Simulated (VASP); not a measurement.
Crystal: Na.

```
Na
1.0
    -2.09729    2.09729    2.09729
     2.09729   -2.09729    2.09729
     2.09729    2.09729   -2.09729
Na
1
Direct
  0.00000 0.00000 0.00000
```

Base run:

```yaml
Program: VASP 6.6.1
Functional: PBEsol
Potentials_or_basis: VASP PAW PBE potentials, release 64 (Na_pv)
Cutoff: 520 eV
k_mesh: 9 × 9 × 9
Occupations: fermi-dirac, width 0.05 eV
Spin: no spin polarisation
```

Its results: pressure -0.2 GPa.

Problem. The run is repeated on the same cell with these changes: functional from PBEsol to r2SCAN; further incar settings from ALGO = Normal; EDIFF = 1e-06; NBANDS = 10 to ALGO = Normal; EDIFF = 1e-07; NBANDS = 10. What comes out?

Solution. Pressure 0.2 GPa.

Caveats: the PAW data sets were made with another functional, which shifts forces and pressure a little.
